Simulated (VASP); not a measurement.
# InSe (P-6m2) in VASP: single point with LDA

Aim: the single point of InSe with LDA.

All numbers are computed with VASP 6.6.1; they aren't measurements. Logs are shortened: lines on timing, memory, paths and dates and some standing lists are left out, and cuts for length are marked.

### Step 1. The cell of the first run

Symmetry: P-6m2, No. 187, hexagonal system. The conventional cell has a = 3.973 Å, b = 3.973 Å, c = 16.265 Å, α = 90.00°, β = 90.00°, γ = 120.00°. In (site symmetry 3m) has 3 Se at 2.62 Å and 1 In at 2.74 Å within 3.5 Å. Within 3.5 Å of In (site symmetry 3m) lie 3 Se at 2.62 Å and 1 In at 2.74 Å. Se (site symmetry 3m) has 3 In at 2.62 Å within 3.5 Å. Within 3.5 Å of Se (site symmetry 3m) lie 3 In at 2.62 Å.

### Step 2. Single point, LDA

INCAR reads:

```
SYSTEM = InSe
PREC     = Accurate       ! precision mode
ENCUT    = 520            ! plane-wave cutoff, eV
EDIFF    = 1E-6           ! SCF threshold, eV
ISMEAR   = 0              ! smearing method
SIGMA    = 0.01           ! smearing width, eV
LREAL    = .FALSE.        ! projectors in reciprocal space
LASPH    = .TRUE.         ! aspherical terms in the spheres
NELM     = 100            ! most SCF steps
ALGO     = Normal         ! electronic algorithm
ISIF     = 2              ! what is computed and relaxed
LWAVE    = .FALSE.        ! write WAVECAR
LCHARG   = .FALSE.        ! write CHGCAR
NBANDS   = 48             ! bands
```

KPOINTS reads:

```
regular mesh
0
G
  12 12 4
  0 0 0
```

POSCAR reads:

```
InSe
1.0
    3.9730471506      0.0000000000      0.0000000000
   -1.9865235753      3.4407597628      0.0000000000
    0.0000000000      0.0000000000     16.2646005257
In Se
4 4
Direct
    0.0000000000      0.0000000000      0.5842983764
    0.0000000000      0.0000000000      0.4157016236
    0.3333333333      0.6666666667      0.9156978449
    0.3333333333      0.6666666667      0.0843021551
    0.6666666667      0.3333333333      0.8377481121
    0.6666666667      0.3333333333      0.1622518879
    0.3333333333      0.6666666667      0.6621803354
    0.3333333333      0.6666666667      0.3378196646
```

Potentials or basis: VASP PAW LDA potentials, release 64 (In_d, Se).

Launch:

```bash
$ cat potpaw_LDA.64/In_d/POTCAR potpaw_LDA.64/Se/POTCAR > POTCAR
$ mpirun -np 1 vasp_std > vasp.out
```

OUTCAR:

```text
SYSTEM = InSe
   PREC = Accurate
   ENCUT = 520
   EDIFF = 1E-6
   ISMEAR = 0
   LREAL = .FALSE.
   LASPH = .TRUE.
   NELM = 100
   ISIF = 2

 ion  position               nearest neighbor table
   1  0.000  0.000  0.584-   7 2.62   7 2.62   7 2.62   2 2.74
   2  0.000  0.000  0.416-   8 2.62   8 2.62   8 2.62   1 2.74
   3  0.333  0.667  0.916-   5 2.62   5 2.62   5 2.62   4 2.74
   4  0.333  0.667  0.084-   6 2.62   6 2.62   6 2.62   3 2.74
   5  0.667  0.333  0.838-   3 2.62   3 2.62   3 2.62
   6  0.667  0.333  0.162-   4 2.62   4 2.62   4 2.62
   7  0.333  0.667  0.662-   1 2.62   1 2.62   1 2.62
   8  0.333  0.667  0.338-   2 2.62   2 2.62   2 2.62

  LATTYP: Found a hexagonal cell.
 ALAT       =     3.9730471506
 C/A-ratio  =     4.0937345844

  Lattice vectors:

 A1 = (   3.9730471506,   0.0000000000,   0.0000000000)
 A2 = (  -1.9865235753,   3.4407597628,   0.0000000000)
 A3 = (   0.0000000000,   0.0000000000,  16.2646005257)

Analysis of symmetry for initial positions (statically):
=====================================================================
 Subroutine PRICEL returns:
 Original cell was already a primitive cell.

 Routine SETGRP: Setting up the symmetry group for a
 hexagonal supercell.

 Subroutine GETGRP returns: Found 12 space group operations
 (whereof 12 operations were pure point group operations)
 out of a pool of 24 trial point group operations.

The static configuration has the point symmetry D_3h.

Analysis of symmetry for dynamics (positions and initial velocities):
=====================================================================
 Subroutine PRICEL returns:
 Original cell was already a primitive cell.

 Routine SETGRP: Setting up the symmetry group for a
 hexagonal supercell.

 Subroutine GETGRP returns: Found 12 space group operations
 (whereof 12 operations were pure point group operations)
 out of a pool of 24 trial point group operations.

The dynamic configuration has the point symmetry D_3h.

 Subroutine INISYM returns: Found 12 space group operations
 (whereof 12 operations are pure point group operations),
 and found     1 'primitive' translations

----------------------------------------------------------------------------------------
[... 107 lines left out ...]
   EDIFFG = 0.1E-04   stopping-criterion for IOM
   NSW    =      0    number of steps for IOM
   IBRION =     -1    ionic relax: 0-MD 1-quasi-New 2-CG
   NFREE  =      0    steps in history (QN), initial steepest desc. (CG)
   ISIF   =      2    stress and relaxation
   ISYM   =      2    0-nonsym 1-usesym 2-fastsym
   POTIM  = 0.5000    time-step for ionic-motion
   TEBEG  =    0.0;   TEEND  =   0.0 temperature during run
   PSTRESS=    0.0 pullay stress
   NELECT =      76.0000    total number of electrons
   NUPDOWN=      -1.0000    fix difference up-down
   EMIN   =  10.00;   EMAX   =-10.00  energy-range for DOS
   EFERMI =   0.00;   METHOD = LEGACY
   ISMEAR =     0;   SIGMA  =   0.01  broadening in eV -4-tet -1-fermi 0-gaus
   EFERMI_NEDOS =   21; number of points for ismear=-14 and -15
   IALGO  =     38    algorithm
   IMIX   =      4    mixing-type and parameters
     AMIX     =   0.40;   BMIX     =  1.00
     AMIX_MAG =   1.60;   BMIX_MAG =  1.00
  volume/ion in A,a.u.               =      27.79       187.55
  Fermi-wavevector in a.u.,A,eV,Ry     =   1.144649  2.163072 17.826633  1.310221
  Thomas-Fermi vector in A             =   2.281340
   LORBIT       =      0    0 simple, 1 ext, 2 COOP (PROOUT), +10 PAW based schemes
   GGA     = CA    functional components
   LHFCALC =     F    Hartree Fock is set to
   AEXX    =    0.0000 exact exchange contribution
   IVDW    =     0    specifies the selected vdW correction
   LEPSILON=     F    determine dielectric tensor
   LRPA    =     F    only Hartree local field effects (RPA)
 non-spin polarized calculation
 Gauss-broadening in eV      SIGMA  =   0.01
  energy-cutoff  :      520.00
  volume of cell :      222.34
 maximum number of plane-waves:      6048
 NGX is ok and might be reduce to    30
   NGX = 15   NGY = 15   NGZ = 61

 number of electron      75.9999980 magnetization

 Free energy of the ion-electron system (eV)
  ---------------------------------------------------
  ext. energy  EPLUGINS =         0.00000000
  ---------------------------------------------------
  free energy    TOTEN  =       -33.34234270 eV

  energy without entropy =      -33.34234270  energy(sigma->0) =      -33.34234270

 E-fermi :   4.6391     XC(G=0):  -9.5003

 val. band max:        4.5518472130   @ k =   0.0000   0.0000   0.0000
 cond. band min:       4.7433045922   @ k =   0.0000   0.0000   0.0000
 fundamental gap:      0.1914573792
 Fermi energy:         4.6390880778

 k-point     1 :       0.0000    0.0000    0.0000
  band No.  band energies     occupation
      1     -10.4229      2.00000
      2     -10.4054      2.00000
      3     -10.2026      2.00000
      4     -10.2026      2.00000
      5     -10.1845      2.00000
      6     -10.1845      2.00000
[... 1213 lines left out ...]
     47       8.8438      0.00000
     48       9.1240      0.00000

 [... further k-points ...]

------------------------ aborting loop because EDIFF is reached ----------------------------------------

  FORCE on cell =-STRESS in cart. coord.  units (eV):
  Direction    XX          YY          ZZ          XY          YZ          ZX
  --------------------------------------------------------------------------------------
  -------------------------------------------------------------------------------------
  Total        0.1733200      0.1733200      0.1998184      0.0000000     -0.0000000     -0.0000000
  in kB        1.2489289      1.2489289      1.4398741      0.0000000     -0.0000000     -0.0000000
  external PRESSURE =       1.3125773 kB  Pullay stress =       0.0000000 kB

 VOLUME and BASIS-vectors are now :
 -----------------------------------------------------------------------------
  energy-cutoff  :      520.00
  volume of cell :      222.34
      direct lattice vectors                 reciprocal lattice vectors
     3.973047151  0.000000000  0.000000000     0.251695981  0.145316742  0.000000000
    -1.986523575  3.440759763  0.000000000     0.000000000  0.290633485  0.000000000
     0.000000000  0.000000000 16.264600526     0.000000000  0.000000000  0.061483219

 POSITION                                       TOTAL-FORCE (eV/Angst)
 -----------------------------------------------------------------------------------
      0.00000      0.00000      9.50338         0.000000     -0.000000     -0.013505
      0.00000      0.00000      6.76122         0.000000      0.000000      0.013505
     -0.00000      2.29384     14.89346         0.000000     -0.000000      0.013586
     -0.00000      2.29384      1.37114         0.000000     -0.000000     -0.013586
      1.98652      1.14692     13.62564        -0.000000      0.000000     -0.028854
      1.98652      1.14692      2.63896        -0.000000      0.000000      0.028854
     -0.00000      2.29384     10.77010         0.000000     -0.000000      0.028969
     -0.00000      2.29384      5.49450         0.000000     -0.000000     -0.028969
 -----------------------------------------------------------------------------------
    total drift:                               -0.000000      0.000000     -0.000000

  FREE ENERGIE OF THE ION-ELECTRON SYSTEM (eV)
  ---------------------------------------------------
  free  energy   TOTEN  =       -33.3423426951 eV

  energy  without entropy=      -33.3423426951  energy(sigma->0) =      -33.34234270
```

stdout:

```text
POSCAR found type information on POSCAR InSe
 POSCAR found :  2 types and       8 ions
 scaLAPACK will be used
 LDA part: xc-table for (Slater(with rela. corr.)+CA(PZ))
 , standard interpolation
 POSCAR, INCAR and KPOINTS ok, starting setup
 FFT: planning ... GRIDC
 FFT: planning ... GRID_SOFT
 FFT: planning ... GRID
 WAVECAR not read
 entering main loop
```

Run time: 18 min. Hardware: 1 thread of Intel Xeon Platinum 8259CL at 2.50GHz (Skylake/Cascade Lake), shared host; peak memory 0.56 GiB.

What came out:

| Item | Value |
| --- | --- |
| Free energy | -33.3423 eV |
| Pressure | 0.1 GPa |
| Largest force | 0.029 eV/Å |
| Band gap on the k mesh | 0.19 eV |

Forces in eV/Å, atoms in the order of the input:
```
In   0.000  0.000 -0.014
In   0.000  0.000  0.014
In   0.000  0.000  0.014
In   0.000  0.000 -0.014
Se   0.000  0.000 -0.029
Se   0.000  0.000  0.029
Se   0.000  0.000  0.029
Se   0.000  0.000 -0.029
```

Caveat: semilocal functionals underestimate gaps, and a narrow one can read as zero; spin-orbit coupling is left out, which moves the levels of the heavy elements.
